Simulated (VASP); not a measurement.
Li2O (d3):

```xyz
3
Lattice="0.0000 2.3135 2.3135 2.3135 0.0000 2.3135 2.3135 2.3135 0.0000" Properties=species:S:1:pos:R:3 pbc="T T T"
Li    1.1567    1.1567    1.1567
Li    3.4703    3.4703    3.4703
O     0.0000    0.0000    0.0000
```

```yaml
Program: VASP 6.6.1
Task: relaxation of cell and atoms
Functional: PBE
Dispersion: D3(BJ)
Potentials_or_basis: VASP PAW PBE potentials, release 64 (Li_sv, O)
Cutoff: 750 eV
k_mesh: 8 × 8 × 8
Occupations: gaussian, width 0.02 eV
Spin: no spin polarisation
```

At the start: pressure -5.6 GPa; volume 8.26 Å³/atom.

Q: How do energy, volume and symmetry change on relaxing?

A: Over 4 steps the energy falls by 10.1 meV/atom and the volume is 7.71 Å³/atom (-6.6 %); space group Fm-3m (No. 225, to 0.05 Å).

Step by step:
| step | energy change (eV) | largest force (eV/Å) | pressure (GPa) | volume (Å³) |
| --- | --- | --- | --- | --- |
| 1 | 0.0000 | 0.0000 | -5.63 | 24.77 |
| 2 | -0.0258 | 0.0000 | -2.33 | 23.74 |
| 3 | -0.0303 | 0.0000 | -0.10 | 23.16 |
| 4 | -0.0303 | 0.0000 | 0.03 | 23.12 |

Final structure:
```
CELL_PARAMETERS angstrom
0.00000 2.26124 2.26124
2.26124 0.00000 2.26124
2.26124 2.26124 0.00000
ATOMIC_POSITIONS crystal
Li 0.25000 0.25000 0.25000
Li 0.75000 0.75000 0.75000
O 0.00000 0.00000 0.00000
```
